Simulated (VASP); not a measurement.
# Cr (Im-3m) in VASP: a series of runs

Runs on Cr. Level: BLYP. Tasks: single point, relaxation of cell and atoms.

Everything below comes from runs of VASP 6.6.1. Logs are shortened: lines on timing, memory, paths and dates and some standing lists are left out, and cuts for length are marked.

### 1 The cell of the first run

It takes space group Im-3m (No. 229, cubic). The conventional cell has a = 2.878 Å, b = 2.878 Å, c = 2.878 Å, α = 90.00°, β = 90.00°, γ = 90.00°. Within 3.3 Å of Cr (site symmetry m-3m) lie 14 Cr at 2.49 to 2.88 Å.

### 2 Single point, BLYP, non-collinear spin, typed start, spin-orbit coupling

INCAR reads:

```
SYSTEM = Cr
AGGAC = 1.0
AGGAX = 1.0
ALDAC = 0.0
ALDAX = 1.0
ALGO = Normal
EDIFF = 1E-6
ENCUT = 520
GGA = B5
GGA_COMPAT = .FALSE.
ISIF = 2
ISMEAR = -1
LASPH = .TRUE.
LCHARG = .TRUE.
LMAXMIX = 4
LNONCOLLINEAR = .TRUE.
LORBIT = 11
LORBMOM = .TRUE.
LREAL = .FALSE.
LSORBIT = .TRUE.
LVHAR = .TRUE.
LWAVE = .FALSE.
MAGMOM = 0 0 1.5
NBANDS = 23
NELM = 150
PREC = Accurate
SIGMA = 0.05
```

KPOINTS reads:

```
k-points
0
G
  15 15 15
  0 0 0
```

POSCAR reads:

```
Cr
1.0
   -1.4392031176      1.4392031176      1.4392031176
    1.4392031176     -1.4392031176      1.4392031176
    1.4392031176      1.4392031176     -1.4392031176
Cr
1
Direct
    0.0000000000      0.0000000000      0.0000000000
```

Potentials or basis: VASP PAW PBE potentials, release 64 (Cr_pv).

Command:

```console
$ cat potpaw_PBE.64/Cr_pv/POTCAR > POTCAR
$ mpirun -np 1 vasp_ncl > vasp.out
```

OUTCAR:

```text
SYSTEM = Cr
   EDIFF = 1E-6
   ENCUT = 520
   GGA = B5
   ISIF = 2
   ISMEAR = -1
   LASPH = .TRUE.
   LNONCOLLINEAR = .TRUE.
   LORBIT = 11
   LREAL = .FALSE.
   LSORBIT = .TRUE.
   NELM = 150
   PREC = Accurate

 ion  position               nearest neighbor table
   1  0.000  0.000  0.000-

  LATTYP: Found a body centered cubic cell.
 ALAT       =     2.8784062352

  Lattice vectors:

 A1 = (  -1.4392031176,   1.4392031176,   1.4392031176)
 A2 = (   1.4392031176,  -1.4392031176,   1.4392031176)
 A3 = (   1.4392031176,   1.4392031176,  -1.4392031176)

Analysis of symmetry for initial positions (statically):
=====================================================================
 Subroutine PRICEL returns:
 Original cell was already a primitive cell.

 Routine SETGRP: Setting up the symmetry group for a
 body centered cubic supercell.

 Subroutine GETGRP returns: Found 48 space group operations
 (whereof 48 operations were pure point group operations)
 out of a pool of 48 trial point group operations.

The static configuration has the point symmetry O_h .

Analysis of symmetry for dynamics (positions and initial velocities):
=====================================================================
 Subroutine PRICEL returns:
 Original cell was already a primitive cell.

 Routine SETGRP: Setting up the symmetry group for a
 body centered cubic supercell.

 Subroutine GETGRP returns: Found 48 space group operations
 (whereof 48 operations were pure point group operations)
 out of a pool of 48 trial point group operations.

The dynamic configuration has the point symmetry O_h .

Analysis of structural, dynamic, and magnetic symmetry:
=====================================================================
 Subroutine PRICEL returns:
 Original cell was already a primitive cell.

 Routine SETGRP: Setting up the symmetry group for a
 body centered cubic supercell.

 Subroutine GETGRP returns: Found  8 space group operations
 (whereof  8 operations were pure point group operations)
 out of a pool of 48 trial point group operations.

The overall configuration has the point symmetry C_4h.

 Subroutine INISYM returns: Found  8 space group operations
 (whereof  8 operations are pure point group operations),
 and found     1 'primitive' translations

----------------------------------------------------------------------------------------

                                     Primitive cell

  volume of cell :      11.9241

  direct lattice vectors                    reciprocal lattice vectors
    -1.439203118  1.439203118  1.439203118     0.000000000  0.347414478  0.347414478
     1.439203118 -1.439203118  1.439203118     0.347414478  0.000000000  0.347414478
     1.439203118  1.439203118 -1.439203118     0.347414478  0.347414478  0.000000000

  length of vectors
     2.492772922  2.492772922  2.492772922     0.491318267  0.491318267  0.491318267

  position of ions in fractional coordinates (direct lattice)
     0.000000000  0.000000000  0.000000000

  ion indices of the primitive-cell ions
   primitive index   ion index
                 1           1

----------------------------------------------------------------------------------------

 KPOINTS: k-points

Automatic generation of k-mesh.
 Grid dimensions read from file:
 generate k-points for:   15   15   15

 Generating k-lattice:

  Cartesian coordinates                     Fractional coordinates (reciprocal lattice)
     0.000000000  0.023160965  0.023160965     0.066666667  0.000000000  0.000000000
     0.023160965  0.000000000  0.023160965     0.000000000  0.066666667  0.000000000
     0.023160965  0.023160965  0.000000000     0.000000000  0.000000000  0.066666667

  Length of vectors
     0.032754551  0.032754551  0.032754551

[... 41 lines left out ...]
   NGX,Y,Z   is equivalent  to a cutoff of  13.34, 13.34, 13.34 a.u.
   NGXF,Y,Z  is equivalent  to a cutoff of  26.68, 26.68, 26.68 a.u.
 SYSTEM =  Cr
   PREC   = accura    normal or accurate (medium, high low for compatibility)
   ISTART =      0    job   : 0-new  1-cont  2-samecut
   ICHARG =      2    charge: 1-file 2-atom 10-const
   ISPIN  =      1    spin polarized calculation?
   LNONCOLLINEAR =      T non collinear calculations
   LSORBIT =      T    spin-orbit coupling
   LASPH  =      T    aspherical Exc in radial PAW
   ENCUT  =  520.0 eV  38.22 Ry    6.18 a.u.   4.63  4.63  4.63*2*pi/ulx,y,z
   NELM   =    150;   NELMIN=  2; NELMDL= -5     # of ELM steps
   EDIFF  = 0.1E-05   stopping-criterion for ELM
   LREAL  =      F    real-space projection
   EDIFFG = 0.1E-04   stopping-criterion for IOM
   NSW    =      0    number of steps for IOM
   IBRION =     -1    ionic relax: 0-MD 1-quasi-New 2-CG
   NFREE  =      0    steps in history (QN), initial steepest desc. (CG)
   ISIF   =      2    stress and relaxation
   ISYM   =      2    0-nonsym 1-usesym 2-fastsym
   POTIM  = 0.5000    time-step for ionic-motion
   TEBEG  =    0.0;   TEEND  =   0.0 temperature during run
   PSTRESS=    0.0 pullay stress
   NELECT =      12.0000    total number of electrons
   NUPDOWN=      -1.0000    fix difference up-down
   EMIN   =  10.00;   EMAX   =-10.00  energy-range for DOS
   EFERMI =   0.00;   METHOD = LEGACY
   ISMEAR =    -1;   SIGMA  =   0.05  broadening in eV -4-tet -1-fermi 0-gaus
   EFERMI_NEDOS =   21; number of points for ismear=-14 and -15
   IALGO  =     38    algorithm
   IMIX   =      4    mixing-type and parameters
     AMIX     =   0.40;   BMIX     =  1.00
     AMIX_MAG =   1.60;   BMIX_MAG =  1.00
  volume/ion in A,a.u.               =      11.92        80.47
  Fermi-wavevector in a.u.,A,eV,Ry     =   1.640564  3.100216 36.619400  2.691450
  Thomas-Fermi vector in A             =   2.731181
   LORBIT       =     11    0 simple, 1 ext, 2 COOP (PROOUT), +10 PAW based schemes
   GGA     = B5    functional components
   LHFCALC =     F    Hartree Fock is set to
   AEXX    =    0.0000 exact exchange contribution
   IVDW    =     0    specifies the selected vdW correction
   LEPSILON=     F    determine dielectric tensor
   LRPA    =     F    only Hartree local field effects (RPA)
  energy-cutoff  :      520.00
  volume of cell :       11.92
 maximum number of plane-waves:       668
   NGX =  9   NGY =  9   NGZ =  9

 number of electron      12.0000000 magnetization       0.0000000      0.0000000      1.5000000

 number of electron      11.9999992 magnetization       0.0000000     -0.0000000      0.0015795

 number of electron      11.9999992 magnetization       0.0000000     -0.0000000     -0.0007645

 Free energy of the ion-electron system (eV)
  ---------------------------------------------------
  ext. energy  EPLUGINS =         0.00000000
  ---------------------------------------------------
  free energy    TOTEN  =        -8.33078787 eV

  energy without entropy =       -8.32335426  energy(sigma->0) =       -8.32707107

 E-fermi :  11.0041     XC(G=0): -12.9172

 val. band max:       10.9749732545   @ k =   0.1333   0.0667   0.0000
 cond. band min:      11.0112265186   @ k =  -0.2000  -0.2667   0.1333
 fundamental gap:      0.0362532641
 Fermi energy:        11.0040562207

 k-point     1 :       0.0000    0.0000    0.0000
  band No.  band energies     occupation
      1     -32.2972      1.00000
      2     -32.2969      1.00000
      3     -31.2568      1.00000
      4     -31.2565      1.00000
      5     -31.2562      1.00000
      6     -31.2559      1.00000
[... 613 lines left out ...]
     22      30.4842      0.00000
     23      31.9241      0.00000

 [... further k-points ...]
[... 5 lines left out ...]
  --------------------------------------------------------------------------------------
  -------------------------------------------------------------------------------------
  Total       -0.0090283     -0.0090283     -0.0090859     -0.0000001     -0.0000000     -0.0000000
  in kB       -1.2130769     -1.2130769     -1.2208200     -0.0000111     -0.0000000     -0.0000000
  external PRESSURE =      -1.2156579 kB  Pullay stress =       0.0000000 kB

 VOLUME and BASIS-vectors are now :
 -----------------------------------------------------------------------------
  energy-cutoff  :      520.00
  volume of cell :       11.92
      direct lattice vectors                 reciprocal lattice vectors
    -1.439203118  1.439203118  1.439203118     0.000000000  0.347414478  0.347414478
     1.439203118 -1.439203118  1.439203118     0.347414478  0.000000000  0.347414478
     1.439203118  1.439203118 -1.439203118     0.347414478  0.347414478  0.000000000

 POSITION                                       TOTAL-FORCE (eV/Angst)
 -----------------------------------------------------------------------------------
      0.00000      0.00000      0.00000         0.000000      0.000000      0.000000
 -----------------------------------------------------------------------------------
    total drift:                                0.000000     -0.000000      0.000000

  FREE ENERGIE OF THE ION-ELECTRON SYSTEM (eV)
  ---------------------------------------------------
  free  energy   TOTEN  =        -8.3307878736 eV

  energy  without entropy=       -8.3233542582  energy(sigma->0) =       -8.32707107

 orbital moment (x)

 # of ion     p       d       tot
 ----------------------------------------
  1        -0.000  -0.000  -0.000
 ----------------------------------------
           -0.000  -0.000  -0.000

 orbital moment (y)

 # of ion     p       d       tot
 ----------------------------------------
  1         0.000  -0.000  -0.000
 ----------------------------------------
            0.000  -0.000  -0.000

 orbital moment (z)

 # of ion     p       d       tot
 ----------------------------------------
  1         0.000  -0.000   0.000
 ----------------------------------------
            0.000  -0.000   0.000

 Spin-Orbit-Coupling matrix elements

 Ion:    1  E_soc:     -0.0234208
 l=   1
     0.0000000    -0.0030677    -0.0030677
    -0.0030677     0.0000000    -0.0030677
    -0.0030677    -0.0030677     0.0000000
 l=   2
     0.0000000    -0.0002179     0.0000000    -0.0002179    -0.0006178
    -0.0002179     0.0000000    -0.0004634    -0.0002179    -0.0001545
     0.0000000    -0.0004634     0.0000000    -0.0004634     0.0000000
    -0.0002179    -0.0002179    -0.0004634     0.0000000    -0.0001545
    -0.0006178    -0.0001545     0.0000000    -0.0001545     0.0000000
 l=   3
     0.0000000     0.0000000     0.0000000     0.0000000     0.0000000     0.0000000     0.0000000
     0.0000000     0.0000000     0.0000000     0.0000000     0.0000000     0.0000000     0.0000000
     0.0000000     0.0000000     0.0000000     0.0000000     0.0000000     0.0000000     0.0000000
     0.0000000     0.0000000     0.0000000     0.0000000     0.0000000     0.0000000     0.0000000
     0.0000000     0.0000000     0.0000000     0.0000000     0.0000000     0.0000000     0.0000000
     0.0000000     0.0000000     0.0000000     0.0000000     0.0000000     0.0000000     0.0000000
     0.0000000     0.0000000     0.0000000     0.0000000     0.0000000     0.0000000     0.0000000

 total charge

# of ion       s       p       d       tot
------------------------------------------
    1        0.397   6.372   4.242  11.010

 magnetization (x)

# of ion       s       p       d       tot
------------------------------------------
    1        0.000   0.000  -0.000  -0.000

 magnetization (y)

# of ion       s       p       d       tot
------------------------------------------
    1       -0.000  -0.000   0.000  -0.000

 magnetization (z)

# of ion       s       p       d       tot
------------------------------------------
    1        0.000   0.000  -0.000  -0.000
```

Wall time 2.5 min (1 thread of Intel Xeon 6975P-C (Granite Rapids), shared host); peak memory 0.29 GiB.

Results:

* Free energy: -8.3308 eV
* Pressure: -0.1 GPa
* Net moment: 0.00 μB per cell
* Valence electrons inside the program's atomic spheres: Cr 11.01

Moments on the atoms (μB; x, y, z):
```
Cr  0.00 0.00 0.00
```

Caveat: the starting moments collapsed, and a magnetic state may lie lower; the PAW data sets were made with another functional, which shifts forces and pressure a little.

### 3 Single point, BLYP

INCAR reads:

```
PREC     = Accurate       # precision mode
ENCUT    = 520            # plane-wave cutoff, eV
EDIFF    = 1E-7           # SCF threshold, eV
ISMEAR   = -1             # smearing method
SIGMA    = 0.1            # smearing width, eV
LREAL    = False          # projectors in reciprocal space
LASPH    = True           # aspherical terms in the spheres
NELM     = 100            # most SCF steps
ALGO     = Normal         # electronic algorithm
ISIF     = 2              # what is computed and relaxed
LWAVE    = False          # write WAVECAR
LCHARG   = True           # write CHGCAR
GGA      = B5             # functional
ALDAX    = 1.0          
AGGAX    = 1.0          
AGGAC    = 1.0          
ALDAC    = 0.0          
LELF     = True           # ELF
LVHAR    = True         
NBANDS   = 12             # bands
```

KPOINTS reads:

```
regular mesh
0
Gamma
  15 15 15
```

POSCAR reads:

```
Cr
1.0
   -1.4396587864      1.4396587864      1.4396587864
    1.4396587864     -1.4396587864      1.4396587864
    1.4396587864      1.4396587864     -1.4396587864
Cr
1
Direct
    0.0000000000      0.0000000000      0.0000000000
```

Potentials or basis: VASP PAW PBE potentials, release 64 (Cr_pv).

Command:

```console
$ cat potpaw_PBE.64/Cr_pv/POTCAR > POTCAR
$ mpirun -np 1 vasp_std > vasp.out
```

It took 9.4 s on 1 thread of Intel Xeon 6975P-C (Granite Rapids), shared host; peak memory 0.13 GiB.

It converged, with:

```yaml
Free_energy: -8.3298 eV
Pressure: -0.2 GPa
Band_gap_on_the_k_mesh: zero (band 6 reaches 13.16 eV, above the bottom of band 7 at 10.07 eV)
```

Levels at points of the mesh, in eV from the Fermi level:
```csv
k point,band 4,band 5,band 6,band 7,band 8,band 9
"(0.00, 0.00, 0.00)",-7.52,-0.91,-0.91,-0.91,1.12,1.12
```

Caveat: the PAW data sets were made with another functional, which shifts forces and pressure a little; the run has no spin polarisation, though such a crystal can be magnetic.

### 4 Relaxation of cell and atoms, BLYP

This run uses another cell than the first one, of 11.99 Å³/atom, 1.006 times its volume.

INCAR reads:

```
SYSTEM = Cr
PREC = Accurate ; ENCUT = 600
EDIFF = 1E-7 ; ISMEAR = -1
SIGMA = 0.1 ; LREAL = .FALSE.
LASPH = .TRUE. ; NELM = 80
ALGO = Normal ; ISIF = 3
LWAVE = .FALSE. ; LCHARG = .FALSE.
GGA = B5 ; ALDAX = 1.0
AGGAX = 1.0 ; AGGAC = 1.0
ALDAC = 0.0 ; IBRION = 2
NSW = 80 ; EDIFFG = -0.01
```

KPOINTS reads:

```
regular mesh
0
G
  15 15 15
  0 0 0
```

POSCAR reads:

```
Cr
1.0
   -1.4419500000      1.4419500000      1.4419500000
    1.4419500000     -1.4419500000      1.4419500000
    1.4419500000      1.4419500000     -1.4419500000
Cr
1
Direct
    0.0000000000      0.0000000000      0.0000000000
```

Command:

```console
$ cat potpaw_PBE.64/Cr_pv/POTCAR > POTCAR
$ mpirun -np 1 vasp_std > vasp.out
```

Run time: 19 s. Hardware: 1 thread of Intel Xeon 6975P-C (Granite Rapids), shared host; peak memory 0.14 GiB.

Results (log left out):

- Free energy: -8.3302 eV
- Relaxed volume: 11.92 Å³/atom
- Relaxed cell: a = 2.493 Å, b = 2.493 Å, c = 2.493 Å, α = 109.47°, β = 109.47°, γ = 109.47°
- Space group after relaxing (to 0.05 Å): Im-3m (No. 229)
- Energy gained by relaxing: 0.3 meV/atom
- Ionic steps: 3
- Pressure after relaxing: 0.0 GPa
- Band gap on the k mesh: zero (band 6 reaches 13.18 eV, above the bottom of band 7 at 10.09 eV)

Step by step:
| step | energy change (eV) | largest force (eV/Å) | pressure (GPa) | volume (Å³) |
| --- | --- | --- | --- | --- |
| 1 | 0.0000 | 0.0000 | -1.36 | 11.99 |
| 2 | 0.0004 | 0.0000 | 2.12 | 11.82 |
| 3 | -0.0003 | 0.0000 | -0.02 | 11.92 |

Final structure:
```
Cr
1.0
    -1.43918    1.43918    1.43918
     1.43918   -1.43918    1.43918
     1.43918    1.43918   -1.43918
Cr
1
Cartesian
  0.0000 0.0000 0.0000
```

Levels at points of the mesh, in eV from the Fermi level:
| k point | band 4 | band 5 | band 6 | band 7 | band 8 | band 9 |
| --- | --- | --- | --- | --- | --- | --- |
| (0.00, 0.00, 0.00) | -7.53 | -0.91 | -0.91 | -0.91 | 1.12 | 1.12 |

Caveat: the PAW data sets were made with another functional, which shifts forces and pressure a little; the run has no spin polarisation, though such a crystal can be magnetic. Spin polarisation is off, so any magnetic state and its effect on volume and gap are missing.

### 5 Single point, BLYP (volume scaled by 0.88)

INCAR reads:

```
SYSTEM = Cr
PREC = Accurate
ENCUT = 520
EDIFF = 1E-6
ISMEAR = -1
SIGMA = 0.1
LREAL = .False.
LASPH = .True.
NELM = 100
ALGO = Normal
ISIF = 2
LWAVE = .False.
LCHARG = .False.
GGA = B5
ALDAX = 1.0
AGGAX = 1.0
AGGAC = 1.0
ALDAC = 0.0
NBANDS = 12
```

KPOINTS reads:

```
Automatic mesh
0
Gamma
  25 25 25
  0 0 0
```

POSCAR reads:

```
Cr
1.0
   -1.3796019393      1.3796019393      1.3796019393
    1.3796019393     -1.3796019393      1.3796019393
    1.3796019393      1.3796019393     -1.3796019393
Cr
1
Direct
    0.0000000000      0.0000000000      0.0000000000
```

Command:

```console
$ cat potpaw_PBE.64/Cr_pv/POTCAR > POTCAR
$ mpirun -np 1 vasp_std > vasp.out
```

It took 18 s on 1 thread of Intel Xeon 6975P-C (Granite Rapids), shared host; peak memory 0.17 GiB.

Results (log left out):

- Free energy: -8.1736 eV
- Pressure: 39.5 GPa
- Band gap on the k mesh: zero (band 6 reaches 15.56 eV, above the bottom of band 7 at 11.78 eV)

Levels at points of the mesh, in eV from the Fermi level:
```tsv
k point	band 4	band 5	band 6	band 7	band 8	band 9
(0.00, 0.00, 0.00)	-7.97	-1.11	-1.11	-1.11	1.26	1.26
```

Caveat: the cell differs from its parent crystal (volume scaled by 0.88); the PAW data sets were made with another functional, which shifts forces and pressure a little; the run has no spin polarisation, though such a crystal can be magnetic.

(Part 1 of 2 ends here.)
